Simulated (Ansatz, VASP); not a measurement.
## MoAs3 in VASP and in Ansatz

```
CELL_PARAMETERS angstrom
4.12461 0.00000 0.00000
0.00000 4.12461 0.00000
0.00000 0.00000 4.12461
ATOMIC_POSITIONS crystal
Mo 0.00000 0.00000 0.00000
As 0.00000 0.50000 0.50000
As 0.50000 0.00000 0.50000
As 0.50000 0.50000 0.00000
```

Alike in both runs: functional PBE; k mesh 12 × 12 × 12; occupations gaussian, width 0.1 eV; no spin polarisation.

Ansatz relaxed the structure, and its values are those at the end. VASP's run is a single point on that final structure, the one shown.

```csv
,VASP,Ansatz
version,VASP 6.6.1,Ansatz 0.2.0
potentials or method,"VASP PAW PBE potentials, release 64 (Mo_sv, As), cutoff 520 eV","scalar-relativistic, plane waves, PAW"
valence electrons in the cell,29,59
```

|  | VASP | Ansatz | Ansatz less VASP |
| --- | --- | --- | --- |
| gap on the k mesh at the Fermi level (eV) | none | none | - |
| pressure (GPa) | 0.2 | 0.0 | -0.22 |

A gap of «none» marks a metal or a gap that the smearing closes. VASP's potentials hold 29 valence electrons a cell and Ansatz's 59, so a difference there can come from the potentials and not from the codes.
